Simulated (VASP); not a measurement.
# LiTi3 (Pm-3m) in VASP: further runs

LiTi3 is run at these levels: LDA; tasks: relaxation of cell and atoms.

Everything below comes from runs of VASP 6.6.1. Logs are shortened: lines on timing, memory, paths and dates and some standing lists are left out, and cuts for length are marked.

## 1. The cell of the first run

The structure is cubic, space group Pm-3m (No. 221). Conventional cell: a = 3.936 Å, b = 3.936 Å, c = 3.936 Å, α = 90.00°, β = 90.00°, γ = 90.00°. Within 3.7 Å of Li (site symmetry m-3m) lie 12 Ti at 2.78 Å. Ti (site symmetry 4/mmm) has 4 Li at 2.78 Å and 8 Ti at 2.78 Å within 3.7 Å.

## 2. Relaxation of cell and atoms, LDA

INCAR

```
SYSTEM = LiTi3
PREC     = Accurate       ! precision mode
ENCUT    = 600            ! plane-wave cutoff, eV
EDIFF    = 1E-7           ! SCF threshold, eV
ISMEAR   = 1              ! smearing method
SIGMA    = 0.05           ! smearing width, eV
LREAL    = .FALSE.        ! projectors in reciprocal space
LASPH    = .TRUE.         ! aspherical terms in the spheres
NELM     = 60             ! most SCF steps
ALGO     = Normal         ! electronic algorithm
ISIF     = 3              ! what is computed and relaxed
LWAVE    = .FALSE.        ! write WAVECAR
LCHARG   = .FALSE.        ! write CHGCAR
IBRION   = 2              ! ionic algorithm
NSW      = 80             ! ionic steps
EDIFFG   = -0.01          ! ionic threshold
```

KPOINTS

```
regular mesh
0
G
  10 10 10
  0 0 0
```

POSCAR

```
LiTi3
1.0
    3.9357199650      0.0000000000      0.0000000000
    0.0000000000      3.9357199650      0.0000000000
    0.0000000000      0.0000000000      3.9357199650
Li Ti
1 3
Direct
    0.0000000000      0.0000000000      0.0000000000
    0.0000000000      0.5000000000      0.5000000000
    0.5000000000      0.0000000000      0.5000000000
    0.5000000000      0.5000000000      0.0000000000
```

Potentials or basis: VASP PAW LDA potentials, release 64 (Li_sv, Ti_sv).

On the command line:

```sh
$ cat potpaw_LDA.64/Li_sv/POTCAR potpaw_LDA.64/Ti_sv/POTCAR > POTCAR
$ mpirun -np 1 vasp_std > vasp.out
```

OUTCAR:

```text
SYSTEM = LiTi3
   PREC = Accurate
   ENCUT = 600
   EDIFF = 1E-7
   ISMEAR = 1
   LREAL = .FALSE.
   LASPH = .TRUE.
   NELM = 60
   ISIF = 3
   IBRION = 2
   NSW = 80
   EDIFFG = -0.01

 ion  position               nearest neighbor table
   1  0.000  0.000  0.000-
   2  0.000  0.500  0.500-   3 2.78   4 2.78   4 2.78   3 2.78   3 2.78   4 2.78   4 2.78   3 2.78

   3  0.500  0.000  0.500-   2 2.78   4 2.78   4 2.78   2 2.78   4 2.78   4 2.78   2 2.78   2 2.78

   4  0.500  0.500  0.000-   2 2.78   3 2.78   2 2.78   3 2.78   3 2.78   3 2.78   2 2.78   2 2.78

  LATTYP: Found a simple cubic cell.
 ALAT       =     3.9357199650

  Lattice vectors:

 A1 = (   3.9357199650,   0.0000000000,   0.0000000000)
 A2 = (   0.0000000000,   3.9357199650,   0.0000000000)
 A3 = (   0.0000000000,   0.0000000000,   3.9357199650)

Analysis of symmetry for initial positions (statically):
=====================================================================
 Subroutine PRICEL returns:
 Original cell was already a primitive cell.

 Routine SETGRP: Setting up the symmetry group for a
 simple cubic supercell.

 Subroutine GETGRP returns: Found 48 space group operations
 (whereof 48 operations were pure point group operations)
 out of a pool of 48 trial point group operations.

The static configuration has the point symmetry O_h .

Analysis of symmetry for dynamics (positions and initial velocities):
=====================================================================
 Subroutine PRICEL returns:
 Original cell was already a primitive cell.

 Routine SETGRP: Setting up the symmetry group for a
 simple cubic supercell.

 Subroutine GETGRP returns: Found 48 space group operations
 (whereof 48 operations were pure point group operations)
 out of a pool of 48 trial point group operations.

The dynamic configuration has the point symmetry O_h .

 Subroutine INISYM returns: Found 48 space group operations
 (whereof 48 operations are pure point group operations),
 and found     1 'primitive' translations

----------------------------------------------------------------------------------------

                                     Primitive cell

  volume of cell :      60.9639

  direct lattice vectors                    reciprocal lattice vectors
     3.935719965  0.000000000  0.000000000     0.254083118  0.000000000  0.000000000
     0.000000000  3.935719965  0.000000000     0.000000000  0.254083118  0.000000000
     0.000000000  0.000000000  3.935719965     0.000000000  0.000000000  0.254083118

  length of vectors
     3.935719965  3.935719965  3.935719965     0.254083118  0.254083118  0.254083118

  position of ions in fractional coordinates (direct lattice)
     0.000000000  0.000000000  0.000000000
     0.000000000  0.500000000  0.500000000
     0.500000000  0.000000000  0.500000000
     0.500000000  0.500000000  0.000000000

  ion indices of the primitive-cell ions
   primitive index   ion index
                 1           1
                 2           2
                 3           3
                 4           4

----------------------------------------------------------------------------------------

 KPOINTS: regular mesh

Automatic generation of k-mesh.
 Grid dimensions read from file:
 generate k-points for:   10   10   10

 Generating k-lattice:

  Cartesian coordinates                     Fractional coordinates (reciprocal lattice)
     0.025408312  0.000000000  0.000000000     0.100000000  0.000000000  0.000000000
     0.000000000  0.025408312  0.000000000     0.000000000  0.100000000  0.000000000
[... 58 lines left out ...]
   EDIFF  = 0.1E-06   stopping-criterion for ELM
   LREAL  =      F    real-space projection
   EDIFFG = -.1E-01   stopping-criterion for IOM
   NSW    =     80    number of steps for IOM
   IBRION =      2    ionic relax: 0-MD 1-quasi-New 2-CG
   NFREE  =      1    steps in history (QN), initial steepest desc. (CG)
   ISIF   =      3    stress and relaxation
   ISYM   =      2    0-nonsym 1-usesym 2-fastsym
   POTIM  = 0.5000    time-step for ionic-motion
   TEBEG  =    0.0;   TEEND  =   0.0 temperature during run
   PSTRESS=    0.0 pullay stress
   NELECT =      39.0000    total number of electrons
   NUPDOWN=      -1.0000    fix difference up-down
   EMIN   =  10.00;   EMAX   =-10.00  energy-range for DOS
   EFERMI =   0.00;   METHOD = LEGACY
   ISMEAR =     1;   SIGMA  =   0.05  broadening in eV -4-tet -1-fermi 0-gaus
   EFERMI_NEDOS =   21; number of points for ismear=-14 and -15
   IALGO  =     38    algorithm
   IMIX   =      4    mixing-type and parameters
     AMIX     =   0.40;   BMIX     =  1.00
     AMIX_MAG =   1.60;   BMIX_MAG =  1.00
  volume/ion in A,a.u.               =      15.24       102.85
  Fermi-wavevector in a.u.,A,eV,Ry     =   1.410605  2.665657 27.072972  1.989807
  Thomas-Fermi vector in A             =   2.532542
   LORBIT       =      0    0 simple, 1 ext, 2 COOP (PROOUT), +10 PAW based schemes
   GGA     = CA    functional components
   LHFCALC =     F    Hartree Fock is set to
   AEXX    =    0.0000 exact exchange contribution
   IVDW    =     0    specifies the selected vdW correction
   LEPSILON=     F    determine dielectric tensor
   LRPA    =     F    only Hartree local field effects (RPA)
 conjugate gradient relaxation of ions
 non-spin polarized calculation
 Methfessel and Paxton  Order N= 1 SIGMA  =   0.05
  energy-cutoff  :      600.00
  volume of cell :       60.96
 maximum number of plane-waves:      2052
 NGX is ok and might be reduce to    32
   NGX = 15   NGY = 15   NGZ = 15

--------------------------------------- Ionic step        1  -------------------------------------------

 number of electron      38.9999990 magnetization

 Free energy of the ion-electron system (eV)
  ---------------------------------------------------
  ext. energy  EPLUGINS =         0.00000000
  ---------------------------------------------------
  free energy    TOTEN  =       -26.56186549 eV

  energy without entropy =      -26.56254541  energy(sigma->0) =      -26.56209213

------------------------ aborting loop because EDIFF is reached ----------------------------------------

  FORCE on cell =-STRESS in cart. coord.  units (eV):
  Direction    XX          YY          ZZ          XY          YZ          ZX
  --------------------------------------------------------------------------------------
  -------------------------------------------------------------------------------------
  Total       -0.0851175     -0.0851175     -0.0851175      0.0000000     -0.0000000     -0.0000000
  in kB       -2.2369526     -2.2369526     -2.2369526      0.0000000     -0.0000000     -0.0000000
  external PRESSURE =      -2.2369526 kB  Pullay stress =       0.0000000 kB

 VOLUME and BASIS-vectors are now :
 -----------------------------------------------------------------------------
  energy-cutoff  :      600.00
  volume of cell :       60.96
      direct lattice vectors                 reciprocal lattice vectors
     3.935719965  0.000000000  0.000000000     0.254083118  0.000000000  0.000000000
     0.000000000  3.935719965  0.000000000     0.000000000  0.254083118  0.000000000
     0.000000000  0.000000000  3.935719965     0.000000000  0.000000000  0.254083118

 POSITION                                       TOTAL-FORCE (eV/Angst)
 -----------------------------------------------------------------------------------
      0.00000      0.00000      0.00000         0.000000      0.000000      0.000000
      0.00000      1.96786      1.96786         0.000000      0.000000      0.000000
      1.96786      0.00000      1.96786         0.000000      0.000000      0.000000
      1.96786      1.96786      0.00000         0.000000      0.000000      0.000000
 -----------------------------------------------------------------------------------
    total drift:                                0.000000     -0.000000     -0.000000

  FREE ENERGIE OF THE ION-ELECTRON SYSTEM (eV)
  ---------------------------------------------------
  free  energy   TOTEN  =       -26.5618654922 eV

  energy  without entropy=      -26.5625454124  energy(sigma->0) =      -26.56209213

--------------------------------------- Ionic step        2  -------------------------------------------

 number of electron      38.9999992 magnetization

 Free energy of the ion-electron system (eV)
  ---------------------------------------------------
  ext. energy  EPLUGINS =         0.00000000
  ---------------------------------------------------
  free energy    TOTEN  =       -26.56196798 eV

  energy without entropy =      -26.56265112  energy(sigma->0) =      -26.56219569

 E-fermi :   7.1684     XC(G=0): -11.4363

 val. band max:        7.1595847496   @ k =   0.5000   0.4000   0.0000
 cond. band min:       7.1850751914   @ k =   0.3000   0.3000   0.1000
 fundamental gap:      0.0254904418
 Fermi energy:         7.1684168062

 k-point     1 :       0.0000    0.0000    0.0000
  band No.  band energies     occupation
      1     -48.5544      2.00000
      2     -48.3385      2.00000
      3     -48.3385      2.00000
      4     -36.2255      2.00000
      5     -25.4393      2.00000
      6     -25.4393      2.00000
[... 613 lines left out ...]
     22       8.3248      0.00000
     23       8.6152      0.00000

 [... further k-points ...]
[... 5 lines left out ...]
  --------------------------------------------------------------------------------------
  -------------------------------------------------------------------------------------
  Total        0.0214322      0.0214322      0.0214322     -0.0000000     -0.0000000      0.0000000
  in kB        0.5649939      0.5649939      0.5649939     -0.0000000     -0.0000000      0.0000000
  external PRESSURE =       0.5649939 kB  Pullay stress =       0.0000000 kB

 VOLUME and BASIS-vectors are now :
 -----------------------------------------------------------------------------
  energy-cutoff  :      600.00
  volume of cell :       60.78
      direct lattice vectors                 reciprocal lattice vectors
     3.931679660 -0.000000000 -0.000000000     0.254344221  0.000000000  0.000000000
     0.000000000  3.931679660  0.000000000     0.000000000  0.254344221  0.000000000
    -0.000000000 -0.000000000  3.931679660     0.000000000  0.000000000  0.254344221

 POSITION                                       TOTAL-FORCE (eV/Angst)
 -----------------------------------------------------------------------------------
      0.00000      0.00000      0.00000         0.000000     -0.000000      0.000000
     -0.00000      1.96584      1.96584        -0.000000     -0.000000      0.000000
      1.96584     -0.00000      1.96584        -0.000000      0.000000      0.000000
      1.96584      1.96584     -0.00000         0.000000     -0.000000      0.000000
 -----------------------------------------------------------------------------------
    total drift:                                0.000000     -0.000000     -0.000000

  FREE ENERGIE OF THE ION-ELECTRON SYSTEM (eV)
  ---------------------------------------------------
  free  energy   TOTEN  =       -26.5619679807 eV

  energy  without entropy=      -26.5626511213  energy(sigma->0) =      -26.56219569

 reached required accuracy - stopping structural energy minimisation
```

Wall time 52 s (1 thread of Intel Xeon 6975P-C (Granite Rapids), shared host); peak memory 0.21 GiB.

What came out:

```yaml
Free_energy: -26.5620 eV
Relaxed_volume: 15.19 Å³/atom
Relaxed_cell: a = 3.932 Å, b = 3.932 Å, c = 3.932 Å, α = 90.00°, β = 90.00°, γ = 90.00°
Space_group_after_relaxing_to_0.1_Å: Pm-3m (No. 221)
Energy_gained_by_relaxing: 0.0 meV/atom
Ionic_steps: 2
Pressure_after_relaxing: 0.1 GPa
Band_gap_on_the_k_mesh: zero (an odd number of electrons rules out a gap without spin polarisation)
```

The path:
```
step  energy change (eV)  largest force (eV/Å)  pressure (GPa)  volume (Å³)
   1              0.0000                0.0000           -0.22        60.96
   2             -0.0001                0.0000            0.06        60.78
```

Final structure:
```yaml
crystal:
  lattice:
    - [3.93168, 0.00000, 0.00000]
    - [0.00000, 3.93168, 0.00000]
    - [0.00000, 0.00000, 3.93168]
  atoms:
    - { symbol: Li, position: [0.00000, 0.00000, 0.00000] }
    - { symbol: Ti, position: [0.00000, 0.50000, 0.50000] }
    - { symbol: Ti, position: [0.50000, 0.00000, 0.50000] }
    - { symbol: Ti, position: [0.50000, 0.50000, 0.00000] }
```

Levels at points of the mesh, in eV from the Fermi level:
```
           k point  band 18  band 19  band 20  band 21  band 22  band 23
(0.00, 0.00, 0.00)    -1.04    -1.04    -1.04     2.31     2.31     2.31
(0.50, 0.00, 0.00)    -0.44    -0.44     0.19     0.81     0.81     1.47
(0.50, 0.50, 0.00)    -0.54    -0.16     0.06     0.06     1.01     1.01
(0.50, 0.50, 0.50)     0.76     0.76     0.76     0.92     0.92     0.92
```

Caveat: the cutoff is under 1.25 times the usual one of these potentials, so pressure, stress and relaxed cells hold a basis-set (Pulay) error.

## 3. Relaxation of cell and atoms, LDA

This run uses another cell than the first one, of 18.56 Å³/atom.

INCAR

```
SYSTEM = LiTi3
  PREC = Accurate
  ENCUT = 600
  EDIFF = 1E-6
  ISMEAR = 1
  SIGMA = 0.05
  LREAL = .FALSE.
  LASPH = .TRUE.
  NELM = 60
  ALGO = Normal
  ISIF = 3
  LWAVE = .FALSE.
  LCHARG = .FALSE.
  GGA = CA
  IBRION = 2
  NSW = 80
  EDIFFG = -0.01
```

KPOINTS

```
Automatic mesh
0
G
  10 10 10
  0 0 0
```

POSCAR

```
LiTi3
1.0
    4.2025000000      0.0000000000      0.0000000000
    0.0000000000      4.2025000000      0.0000000000
    0.0000000000      0.0000000000      4.2025000000
Li Ti
1 3
Direct
    0.0000000000      0.0000000000      0.0000000000
    0.0000000000      0.5000000000      0.5000000000
    0.5000000000      0.0000000000      0.5000000000
    0.5000000000      0.5000000000      0.0000000000
```

Potentials or basis: VASP PAW LDA potentials, release 64 (Li_sv, Ti_sv).

On the command line:

```sh
$ cat potpaw_LDA.64/Li_sv/POTCAR potpaw_LDA.64/Ti_sv/POTCAR > POTCAR
$ mpirun -np 1 vasp_std > vasp.out
```

Wall time 3.3 min (1 thread of Intel Xeon 6975P-C (Granite Rapids), shared host); peak memory 0.24 GiB.

It converged, with:

* Free energy: -26.5734 eV
* Relaxed volume: 15.18 Å³/atom
* Relaxed cell: a = 3.931 Å, b = 3.931 Å, c = 3.931 Å, α = 90.00°, β = 90.00°, γ = 90.00°
* Space group after relaxing (to 0.1 Å): Pm-3m (No. 221)
* Energy gained by relaxing: 157.0 meV/atom
* Ionic steps: 3
* Pressure after relaxing: 0.1 GPa
* Band gap on the k mesh: zero (an odd number of electrons rules out a gap without spin polarisation)

Step by step:
| step | energy change (eV) | largest force (eV/Å) | pressure (GPa) | volume (Å³) |
| --- | --- | --- | --- | --- |
| 1 | 0.0000 | 0.0000 | -12.81 | 74.22 |
| 2 | -0.6188 | 0.0000 | 2.19 | 59.40 |
| 3 | -0.6281 | 0.0000 | 0.08 | 60.72 |

Final structure:
```xyz
4
Lattice="3.9305 0.0000 0.0000 0.0000 3.9305 0.0000 0.0000 0.0000 3.9305" Properties=species:S:1:pos:R:3 pbc="T T T"
Li    0.0000    0.0000    0.0000
Ti    0.0000    1.9653    1.9653
Ti    1.9653    0.0000    1.9653
Ti    1.9653    1.9653    0.0000
```

Levels at points of the mesh, in eV from the Fermi level:
```csv
k point,band 18,band 19,band 20,band 21,band 22,band 23
"(0.00, 0.00, 0.00)",-1.04,-1.04,-1.04,2.31,2.31,2.31
"(0.50, 0.00, 0.00)",-0.44,-0.44,0.19,0.81,0.81,1.47
"(0.50, 0.50, 0.00)",-0.54,-0.16,0.06,0.06,1.01,1.01
"(0.50, 0.50, 0.50)",0.77,0.77,0.77,0.92,0.92,0.92
```

Caveat: the cutoff is under 1.25 times the usual one of these potentials, so pressure, stress and relaxed cells hold a basis-set (Pulay) error; the volume moved by over 15 % at a fixed basis, so the end points are rough.

The gap in the log of VASP goes by the Fermi energy; the results here count the filled bands.